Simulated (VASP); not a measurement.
# BaH (Pm-3m) in VASP: notebook, part 2 of 2

VASP 6.6.1. The steps go on from the part before.

## Step 4: Relaxation of cell and atoms, PBE

This run uses another cell than the first one, of 25.36 Å³/atom, 1.115 times its volume.

INCAR reads:

```
PREC     = Accurate       # precision mode
ENCUT    = 600            # plane-wave cutoff, eV
EDIFF    = 1E-6           # SCF threshold, eV
ISMEAR   = 0              # smearing method
SIGMA    = 0.1            # smearing width, eV
LREAL    = False          # projectors in reciprocal space
LASPH    = True           # aspherical terms in the spheres
NELM     = 100            # most SCF steps
ALGO     = Normal         # electronic algorithm
ISIF     = 3              # what is computed and relaxed
LWAVE    = False          # write WAVECAR
LCHARG   = False          # write CHGCAR
GGA      = PE             # functional
IBRION   = 2              # ionic algorithm
NSW      = 100            # ionic steps
EDIFFG   = -0.01          # ionic threshold
```

KPOINTS reads:

```
regular mesh
0
Gamma
  16 16 16
```

POSCAR reads:

```
BaH
1.0
    3.7014107200      0.0000000000      0.0000000000
    0.0000000000      3.7014107200      0.0000000000
    0.0000000000      0.0000000000      3.7014107200
Ba H
1 1
Direct
    0.0000000000      0.0000000000      0.0000000000
    0.5000000000      0.5000000000      0.5000000000
```

Started as:

```bash
$ cat potpaw_PBE.64/Ba_sv/POTCAR potpaw_PBE.64/H/POTCAR > POTCAR
$ mpirun -np 1 vasp_std > vasp.out
```

Run time: 73 s. Hardware: 1 thread of Intel Xeon 6975P-C (Granite Rapids), shared host; peak memory 0.27 GiB.

The run converged. Its results:

```yaml
Free_energy: -5.1046 eV
Relaxed_volume: 23.58 Å³/atom
Relaxed_cell: a = 3.613 Å, b = 3.613 Å, c = 3.613 Å, α = 90.00°, β = 90.00°, γ = 90.00°
Space_group_after_relaxing_to_0.05_Å: Pm-3m (No. 221)
Energy_gained_by_relaxing: 7.0 meV/atom
Ionic_steps: 3
Pressure_after_relaxing: 0.0 GPa
```

Step by step:
| step | energy change (eV) | largest force (eV/Å) | pressure (GPa) | volume (Å³) |
| --- | --- | --- | --- | --- |
| 1 | 0.0000 | 0.0000 | -1.18 | 50.71 |
| 2 | -0.0084 | 0.0000 | -0.79 | 49.35 |
| 3 | -0.0141 | 0.0000 | -0.03 | 47.16 |

Final structure:
```cif
data_structure
_symmetry_space_group_name_H-M 'P 1'
_symmetry_Int_Tables_number 1
_cell_length_a 3.6130
_cell_length_b 3.6130
_cell_length_c 3.6130
_cell_angle_alpha 90.000
_cell_angle_beta 90.000
_cell_angle_gamma 90.000
_cell_volume 47.16
loop_
_atom_site_label
_atom_site_type_symbol
_atom_site_fract_x
_atom_site_fract_y
_atom_site_fract_z
_atom_site_occupancy
Ba1 Ba 0.00000 0.00000 0.00000 1
H1 H 0.50000 0.50000 0.50000 1
```

Levels at points of the mesh, in eV from the Fermi level:
| k point | band 1 | band 2 | band 3 | band 4 | band 5 | band 6 | band 7 | band 8 | band 9 |
| --- | --- | --- | --- | --- | --- | --- | --- | --- | --- |
| (0.00, 0.00, 0.00) | -29.28 | -13.76 | -13.76 | -13.76 | -5.52 | -0.62 | -0.62 | 4.64 | 5.91 |
| (0.50, 0.00, 0.00) | -29.11 | -15.27 | -13.61 | -13.61 | -3.43 | -1.04 | 0.16 | 2.55 | 2.55 |
| (0.50, 0.50, 0.00) | -28.96 | -14.99 | -14.99 | -13.47 | -4.65 | 0.61 | 3.30 | 3.42 | 3.42 |
| (0.50, 0.50, 0.50) | -28.81 | -14.78 | -14.78 | -14.78 | -2.88 | -1.00 | -1.00 | -1.00 | 8.30 |

Caveat: spin-orbit coupling is left out, which moves the levels of the heavy elements.

## Step 5: Single point, PBE

This run uses another cell than the first one, of 25.36 Å³/atom, 1.115 times its volume.

INCAR reads:

```
SYSTEM = BaH
PREC     = Accurate       ! precision mode
ENCUT    = 520            ! plane-wave cutoff, eV
EDIFF    = 1E-7           ! SCF threshold, eV
ISMEAR   = 0              ! smearing method
SIGMA    = 0.1            ! smearing width, eV
LREAL    = .False.        ! projectors in reciprocal space
LASPH    = .True.         ! aspherical terms in the spheres
NELM     = 60             ! most SCF steps
ALGO     = Normal         ! electronic algorithm
ISIF     = 2              ! what is computed and relaxed
LWAVE    = .False.        ! write WAVECAR
LCHARG   = .False.        ! write CHGCAR
GGA      = PE             ! functional
NBANDS   = 12             ! bands
```

KPOINTS reads:

```
Automatic mesh
0
Gamma
  6 6 6
  0 0 0
```

POSCAR is that of step 4.

Started as:

```bash
$ cat potpaw_PBE.64/Ba_sv/POTCAR potpaw_PBE.64/H/POTCAR > POTCAR
$ mpirun -np 1 vasp_std > vasp.out
```

Wall time 23 s (1 thread of Intel Xeon 6975P-C, shared host); peak memory 0.13 GiB.

It converged, with:

```yaml
Free_energy: -5.1129 eV
Pressure: -1.6 GPa
```

Levels at points of the mesh, in eV from the Fermi level:
| k point | band 4 | band 5 | band 6 | band 7 | band 8 | band 9 |
| --- | --- | --- | --- | --- | --- | --- |
| (0.00, 0.00, 0.00) | -13.88 | -5.33 | -0.50 | -0.50 | 4.13 | 5.54 |
| (0.50, 0.00, 0.00) | -13.76 | -3.39 | -1.07 | 0.21 | 2.48 | 2.48 |
| (0.50, 0.50, 0.00) | -13.65 | -4.37 | 0.54 | 3.09 | 3.27 | 3.27 |
| (0.50, 0.50, 0.50) | -14.73 | -2.76 | -0.83 | -0.83 | -0.83 | 7.69 |

Caveat: spin-orbit coupling is left out, which moves the levels of the heavy elements.

## Step 6: Single point, PBE

INCAR reads:

```
SYSTEM = BaH
PREC = Accurate
ENCUT = 520
EDIFF = 1E-6
ISMEAR = 0
SIGMA = 0.1
LREAL = .FALSE.
LASPH = .TRUE.
NELM = 100
ALGO = Normal
ISIF = 2
LWAVE = .FALSE.
LCHARG = .FALSE.
GGA = PE
NBANDS = 12
```

KPOINTS reads:

```
Automatic mesh
0
G
  16 16 16
  0 0 0
```

POSCAR reads:

```
BaH
1.0
    3.5692506304      0.0000000000      0.0000000000
    0.0000000000      3.5692506304      0.0000000000
    0.0000000000      0.0000000000      3.5692506304
Ba H
1 1
Direct
    0.0000000000      0.0000000000      0.0000000000
    0.5000000000      0.5000000000      0.5000000000
```

Potentials or basis: VASP PAW PBE potentials, release 64 (Ba_sv, H).

Started as:

```bash
$ cat potpaw_PBE.64/Ba_sv/POTCAR potpaw_PBE.64/H/POTCAR > POTCAR
$ mpirun -np 1 vasp_std > vasp.out
```

Wall time 2.1 min (1 thread of Intel Xeon 6975P-C, shared host); peak memory 0.2 GiB.

The run converged. Its results:

- Free energy: -5.1006 eV
- Pressure: 0.7 GPa

Levels at points of the mesh, in eV from the Fermi level:
| k point | band 3 | band 4 | band 5 | band 6 | band 7 | band 8 |
| --- | --- | --- | --- | --- | --- | --- |
| (0.00, 0.00, 0.00) | -13.69 | -13.69 | -5.60 | -0.67 | -0.67 | 4.92 |
| (0.50, 0.00, 0.00) | -13.52 | -13.52 | -3.44 | -1.00 | 0.14 | 2.60 |
| (0.50, 0.50, 0.00) | -15.03 | -13.37 | -4.79 | 0.65 | 3.42 | 3.51 |
| (0.50, 0.50, 0.50) | -14.79 | -14.79 | -2.93 | -1.08 | -1.08 | -1.08 |

Caveat: spin-orbit coupling is left out, which moves the levels of the heavy elements.

## Step 7: Summary

| task | cell | k mesh | cutoff (eV) | gap on the mesh (eV) | pressure (GPa) | relaxed volume (Å³/atom) |
| --- | --- | --- | --- | --- | --- | --- |
| single point | a = 3.569 Å, 2 atoms | 16 × 16 × 16 | 520 | none | 0.7 | - |
| relaxation of cell and atoms | relaxed from a = 3.569 Å, 2 atoms | 16 × 16 × 16 | 600 | none | 0.0 | 23.54 |
| relaxation of cell and atoms | relaxed from a = 3.701 Å, 2 atoms | 16 × 16 × 16 | 600 | none | 0.0 | 23.58 |
| single point | a = 3.701 Å, 2 atoms | 6 × 6 × 6 | 520 | none | -1.6 | - |

Alike in all rows: level PBE; potentials or basis VASP PAW PBE potentials, release 64 (Ba_sv, H); no spin polarisation; smearing gaussian 0.1 eV.

Caveats: spin-orbit coupling is left out, which moves the levels of the heavy elements.

Absolute energies hang on the potentials; compare differences alone.
